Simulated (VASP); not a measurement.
# Li3FeSb (Pm-3m) in VASP: notebook, part 2 of 2

VASP 6.6.1.

## Step 3: Relaxation of cell and atoms, PBE, collinear spin, ferromagnetic start

This run uses another cell than the first one, of 14.24 Å³/atom.

INCAR reads:

```
  PREC = Accurate
  ENCUT = 600
  EDIFF = 1E-6
  ISMEAR = 0
  SIGMA = 0.1
  LREAL = F
  LASPH = T
  NELM = 150
  ALGO = Normal
  ISIF = 3
  LWAVE = F
  LCHARG = F
  ISPIN = 2
  MAGMOM = 0 0 0 3.35 0
  LORBIT = 11
  LMAXMIX = 4
  GGA = PE
  IBRION = 2
  NSW = 90
  EDIFFG = -0.04
```

KPOINTS reads:

```
regular mesh
0
Gamma
  4 4 4
```

POSCAR reads:

```
Li3FeSb
1.0
    4.1446008463      0.0000000000      0.0000000000
    0.0000000000      4.1446008463      0.0000000000
    0.0000000000      0.0000000000      4.1446008463
Li Fe Sb
3 1 1
Direct
    0.0000000000      0.5000000000      0.5000000000
    0.5000000000      0.0000000000      0.5000000000
    0.5000000000      0.5000000000      0.0000000000
    0.0000000000      0.0000000000      0.0000000000
    0.5000000000      0.5000000000      0.5000000000
```

Potentials or basis: VASP PAW PBE potentials, release 64 (Li_sv, Fe, Sb).

Launch:

```sh
$ cat potpaw_PBE.64/Li_sv/POTCAR potpaw_PBE.64/Fe/POTCAR potpaw_PBE.64/Sb/POTCAR > POTCAR
$ mpirun -np 1 vasp_std > vasp.out
```

OUTCAR:

```text
PREC = Accurate
   ENCUT = 600
   EDIFF = 1E-6
   ISMEAR = 0
   LREAL = F
   LASPH = T
   NELM = 150
   ISIF = 3
   ISPIN = 2
   LORBIT = 11
   GGA = PE
   IBRION = 2
   NSW = 90
   EDIFFG = -0.04

 ion  position               nearest neighbor table
   1  0.000  0.500  0.500-   5 2.07   5 2.07
   2  0.500  0.000  0.500-   5 2.07   5 2.07
   3  0.500  0.500  0.000-   5 2.07   5 2.07
   4  0.000  0.000  0.000-
   5  0.500  0.500  0.500-   1 2.07   2 2.07   3 2.07   3 2.07   2 2.07   1 2.07

  LATTYP: Found a simple cubic cell.
 ALAT       =     4.1446008463

  Lattice vectors:

 A1 = (   4.1446008463,   0.0000000000,   0.0000000000)
 A2 = (   0.0000000000,   4.1446008463,   0.0000000000)
 A3 = (   0.0000000000,   0.0000000000,   4.1446008463)

Analysis of symmetry for initial positions (statically):
=====================================================================
 Subroutine PRICEL returns:
 Original cell was already a primitive cell.

 Routine SETGRP: Setting up the symmetry group for a
 simple cubic supercell.

 Subroutine GETGRP returns: Found 48 space group operations
 (whereof 48 operations were pure point group operations)
 out of a pool of 48 trial point group operations.

The static configuration has the point symmetry O_h .

Analysis of symmetry for dynamics (positions and initial velocities):
=====================================================================
 Subroutine PRICEL returns:
 Original cell was already a primitive cell.

 Routine SETGRP: Setting up the symmetry group for a
 simple cubic supercell.

 Subroutine GETGRP returns: Found 48 space group operations
 (whereof 48 operations were pure point group operations)
 out of a pool of 48 trial point group operations.

The dynamic configuration has the point symmetry O_h .

Analysis of structural, dynamic, and magnetic symmetry:
=====================================================================
 Subroutine PRICEL returns:
 Original cell was already a primitive cell.

 Routine SETGRP: Setting up the symmetry group for a
 simple cubic supercell.

 Subroutine GETGRP returns: Found 48 space group operations
 (whereof 48 operations were pure point group operations)
 out of a pool of 48 trial point group operations.

The overall configuration has the point symmetry O_h .

 Subroutine INISYM returns: Found 48 space group operations
 (whereof 48 operations are pure point group operations),
 and found     1 'primitive' translations

----------------------------------------------------------------------------------------

                                     Primitive cell

  volume of cell :      71.1948

  direct lattice vectors                    reciprocal lattice vectors
     4.144600846  0.000000000  0.000000000     0.241277758  0.000000000  0.000000000
     0.000000000  4.144600846  0.000000000     0.000000000  0.241277758  0.000000000
     0.000000000  0.000000000  4.144600846     0.000000000  0.000000000  0.241277758

  length of vectors
     4.144600846  4.144600846  4.144600846     0.241277758  0.241277758  0.241277758

[... 40 lines left out ...]

 Following reciprocal coordinates:
            Coordinates               Weight
  0.000000  0.000000  0.000000      1.000000
  0.250000  0.000000  0.000000      6.000000
  0.500000  0.000000  0.000000      3.000000
  0.250000  0.250000  0.000000     12.000000
  0.500000  0.250000  0.000000     12.000000
  0.500000  0.500000  0.000000      3.000000
  0.250000  0.250000  0.250000      8.000000
  0.500000  0.250000  0.250000     12.000000
  0.500000  0.500000  0.250000      6.000000
  0.500000  0.500000  0.500000      1.000000
   k-points           NKPTS =     10   k-points in BZ     NKDIM =     10   number of bands    NBANDS=     17
   number of dos      NEDOS =    301   number of ions     NIONS =      5
   total plane-waves  NPLWV =  46656
   dimension x,y,z NGX =    36 NGY =   36 NGZ =   36
   dimension x,y,z NGXF=    72 NGYF=   72 NGZF=   72
   ions per type =               3   1   1
   NGX,Y,Z   is equivalent  to a cutoff of  14.44, 14.44, 14.44 a.u.
   NGXF,Y,Z  is equivalent  to a cutoff of  28.88, 28.88, 28.88 a.u.
 SYSTEM =  unknown system
   PREC   = accura    normal or accurate (medium, high low for compatibility)
   ISTART =      0    job   : 0-new  1-cont  2-samecut
   ICHARG =      2    charge: 1-file 2-atom 10-const
   ISPIN  =      2    spin polarized calculation?
   LNONCOLLINEAR =      F non collinear calculations
   LSORBIT =      F    spin-orbit coupling
   LASPH  =      T    aspherical Exc in radial PAW
   ENCUT  =  600.0 eV  44.10 Ry    6.64 a.u.   8.28  8.28  8.28*2*pi/ulx,y,z
   NELM   =    150;   NELMIN=  2; NELMDL= -5     # of ELM steps
   EDIFF  = 0.1E-05   stopping-criterion for ELM
   LREAL  =      F    real-space projection
   EDIFFG = -.4E-01   stopping-criterion for IOM
   NSW    =     90    number of steps for IOM
   IBRION =      2    ionic relax: 0-MD 1-quasi-New 2-CG
   NFREE  =      1    steps in history (QN), initial steepest desc. (CG)
   ISIF   =      3    stress and relaxation
   ISYM   =      2    0-nonsym 1-usesym 2-fastsym
   POTIM  = 0.5000    time-step for ionic-motion
   TEBEG  =    0.0;   TEEND  =   0.0 temperature during run
   PSTRESS=    0.0 pullay stress
   NELECT =      22.0000    total number of electrons
   NUPDOWN=      -1.0000    fix difference up-down
   EMIN   =  10.00;   EMAX   =-10.00  energy-range for DOS
   EFERMI =   0.00;   METHOD = LEGACY
   ISMEAR =     0;   SIGMA  =   0.10  broadening in eV -4-tet -1-fermi 0-gaus
   EFERMI_NEDOS =   21; number of points for ismear=-14 and -15
   IALGO  =     38    algorithm
   IMIX   =      4    mixing-type and parameters
     AMIX     =   0.40;   BMIX     =  1.00
     AMIX_MAG =   1.60;   BMIX_MAG =  1.00
  volume/ion in A,a.u.               =      14.24        96.09
  Fermi-wavevector in a.u.,A,eV,Ry     =   1.106793  2.091535 16.667007  1.224990
  Thomas-Fermi vector in A             =   2.243299
   LORBIT       =     11    0 simple, 1 ext, 2 COOP (PROOUT), +10 PAW based schemes
   GGA     = PE    functional components
   LHFCALC =     F    Hartree Fock is set to
   AEXX    =    0.0000 exact exchange contribution
   IVDW    =     0    specifies the selected vdW correction
   LEPSILON=     F    determine dielectric tensor
   LRPA    =     F    only Hartree local field effects (RPA)
 conjugate gradient relaxation of ions
 spin polarized calculation
 Gauss-broadening in eV      SIGMA  =   0.10
  energy-cutoff  :      600.00
  volume of cell :       71.19
 maximum number of plane-waves:      2408
 NGX is ok and might be reduce to    36
   NGX = 17   NGY = 17   NGZ = 17

--------------------------------------- Ionic step        1  -------------------------------------------

 number of electron      22.0000023 magnetization       2.8518620

 Free energy of the ion-electron system (eV)
  ---------------------------------------------------
  ext. energy  EPLUGINS =         0.00000000
  ---------------------------------------------------
  free energy    TOTEN  =       -12.04483863 eV

  energy without entropy =      -12.02702462  energy(sigma->0) =      -12.03593163

 E-fermi :   5.5013     XC(G=0):  -9.8618

 val. band max:        5.4898081351   @ k =   0.5000   0.5000   0.0000
 cond. band min:       5.5852946336   @ k =   0.5000   0.2500   0.2500
 fundamental gap:      0.0954864985
 Fermi energy:         5.5012587522

 spin component 1

 k-point     1 :       0.0000    0.0000    0.0000
  band No.  band energies     occupation
      1     -40.8929      1.00000
      2     -40.8257      1.00000
      3     -40.8257      1.00000
      4      -4.7906      1.00000
      5       2.2803      1.00000
      6       2.2803      1.00000
[... 590 lines left out ...]
--------------------------------------- Ionic step        6  -------------------------------------------

 number of electron      22.0000066 magnetization       3.9017363

 Free energy of the ion-electron system (eV)
  ---------------------------------------------------
  ext. energy  EPLUGINS =         0.00000000
  ---------------------------------------------------
  free energy    TOTEN  =       -15.70058037 eV

  energy without entropy =      -15.67351251  energy(sigma->0) =      -15.68704644

 E-fermi :   1.5963     XC(G=0):  -7.6564

 val. band max:        1.5938201373   @ k =   0.5000   0.5000   0.0000
 cond. band min:       1.6018403951   @ k =   0.5000   0.5000   0.2500
 fundamental gap:      0.0080202578
 Fermi energy:         1.5963142079

 spin component 1

 k-point     1 :       0.0000    0.0000    0.0000
  band No.  band energies     occupation
      1     -44.6736      1.00000
      2     -44.6688      1.00000
      3     -44.6688      1.00000
      4      -7.0782      1.00000
      5      -1.3242      1.00000
      6      -1.3242      1.00000
[... 424 lines left out ...]
  FREE ENERGIE OF THE ION-ELECTRON SYSTEM (eV)
  ---------------------------------------------------
  free  energy   TOTEN  =       -15.7005803749 eV

  energy  without entropy=      -15.6735125068  energy(sigma->0) =      -15.68704644

 reached required accuracy - stopping structural energy minimisation

 total charge

# of ion       s       p       d       tot
------------------------------------------
    1        2.025   0.056   0.000   2.081
    2        2.025   0.056   0.000   2.081
    3        2.025   0.056   0.000   2.081
    4        0.418   0.047   6.073   6.537
    5        1.129   1.476   0.004   2.609
--------------------------------------------------
tot          7.620   1.691   6.077  15.388

 magnetization (x)

# of ion       s       p       d       tot
------------------------------------------
    1        0.001   0.001   0.000   0.001
    2        0.001   0.001   0.000   0.001
    3        0.001   0.001   0.000   0.001
    4        0.164   0.007   3.189   3.359
    5        0.006   0.106  -0.000   0.111
--------------------------------------------------
tot          0.172   0.114   3.188   3.475
```

Run time: 12 min. Hardware: 1 thread of Oxide Virtual Turin-like, shared host; peak memory 0.23 GiB.

What came out:

```yaml
Free_energy: -15.7006 eV
Relaxed_volume: 25.32 Å³/atom
Relaxed_cell: a = 5.021 Å, b = 5.021 Å, c = 5.021 Å, α = 90.00°, β = 90.00°, γ = 90.00°
Space_group_after_relaxing_to_0.1_Å: Pm-3m (No. 221)
Energy_gained_by_relaxing: 731.1 meV/atom
Ionic_steps: 6
Pressure_after_relaxing: 0.0 GPa
Net_moment: 3.90 μB per cell
Site_moments: Li +0.00; Fe +3.36; Sb +0.11 μB
Valence_electrons_inside_the_program's_atomic_spheres: Li 2.08; Fe 6.54; Sb 2.61
```

Step by step:
| step | energy change (eV) | largest force (eV/Å) | pressure (GPa) | volume (Å³) |
| --- | --- | --- | --- | --- |
| 1 | 0.0000 | 0.0000 | 29.59 | 71.19 |
| 2 | -2.9760 | 0.0000 | 6.30 | 101.88 |
| 3 | -3.4073 | 0.0000 | 2.03 | 117.71 |
| 4 | -3.2983 | 0.0000 | -3.61 | 154.13 |
| 5 | -3.6546 | 0.0000 | -0.26 | 127.97 |
| 6 | -3.6557 | 0.0000 | 0.05 | 126.61 |

Final structure:
```cif
data_structure
_symmetry_space_group_name_H-M 'P 1'
_symmetry_Int_Tables_number 1
_cell_length_a 5.0214
_cell_length_b 5.0214
_cell_length_c 5.0214
_cell_angle_alpha 90.000
_cell_angle_beta 90.000
_cell_angle_gamma 90.000
_cell_volume 126.61
loop_
_atom_site_label
_atom_site_type_symbol
_atom_site_fract_x
_atom_site_fract_y
_atom_site_fract_z
_atom_site_occupancy
Li1 Li 0.00000 0.50000 0.50000 1
Li2 Li 0.50000 0.00000 0.50000 1
Li3 Li 0.50000 0.50000 0.00000 1
Fe1 Fe 0.00000 0.00000 0.00000 1
Sb1 Sb 0.50000 0.50000 0.50000 1
```

Levels at points of the mesh, in eV from the Fermi level:
Spin up:
```
           k point  band 10  band 11  band 12  band 13  band 14  band 15  band 16  band 17
(0.00, 0.00, 0.00)    -2.15    -1.83    -1.83    -1.83     3.76     3.76     3.76     3.87
(0.50, 0.00, 0.00)    -2.13    -1.38    -1.38     0.62     0.89     2.43     2.43     4.21
(0.50, 0.50, 0.00)    -2.26    -2.14    -1.76    -1.23     2.91     2.91     3.96     4.11
(0.50, 0.50, 0.50)    -1.32    -1.32    -1.32    -0.86     0.11     0.11     0.11     8.05
```
Spin down:
| k point | band 7 | band 8 | band 9 | band 10 | band 11 | band 12 |
| --- | --- | --- | --- | --- | --- | --- |
| (0.00, 0.00, 0.00) | -1.70 | -1.48 | -0.30 | -0.30 | 0.85 | 0.86 |
| (0.50, 0.00, 0.00) | -1.44 | -0.30 | -0.04 | 0.87 | 0.94 | 0.95 |
| (0.50, 0.50, 0.00) | -1.34 | -1.10 | -0.02 | 0.00 | 0.70 | 0.70 |
| (0.50, 0.50, 0.50) | -1.55 | -0.02 | -0.01 | 0.26 | 0.26 | 0.26 |

Caveat: the k points lie up to 0.31 Å⁻¹ apart in the final cell; the cutoff is under 1.25 times the usual one of these potentials, so pressure, stress and relaxed cells hold a basis-set (Pulay) error; the volume moved by over 15 % at a fixed basis, so the end points are rough; spin-orbit coupling is left out, which moves the levels of the heavy elements; a cell with one magnetic atom can't hold antiferromagnetic order, which such compounds often take.
